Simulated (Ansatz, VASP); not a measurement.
**Two plane-wave programs on Au**

```
Au
1.0
     2.90000    0.00000    0.00000
    -1.45000    2.51147    0.00000
     0.00000    0.00000    4.88000
Au
2
Direct
  0.31342 0.62685 0.70902
  0.66667 0.33333 0.25000
```

Alike in both runs: task single point; functional PBEsol; k mesh 18 × 18 × 10; occupations gaussian, width 0.15 eV; no spin polarisation.

```csv
,VASP,Ansatz
version,VASP 6.6.1,Ansatz 0.2.0
potentials or method,"VASP PAW PBE potentials, release 64 (Au), cutoff 520 eV","scalar-relativistic, plane waves, PAW"
valence electrons in the cell,22,38
```

|  | VASP | Ansatz | Ansatz less VASP |
| --- | --- | --- | --- |
| gap on the k mesh at the Fermi level (eV) | none | none | - |
| pressure (GPa) | -3.2 | -3.0 | +0.22 |
| traceless stress, the component that is largest in VASP (GPa) | 1.63 | 1.64 | +0.011 |
| rms of the force components (eV/Å) | 0.736 | 0.741 | +0.0047 |

VASP's potentials were made for PBE, not for PBEsol. Atom by atom the forces differ by 0.005 eV/Å (rms over components). A gap of «none» marks a metal or a gap that the smearing closes. VASP's potentials hold 22 valence electrons a cell and Ansatz's 38, so a difference there can come from the potentials and not from the codes.

Neither program's run includes spin-orbit coupling.
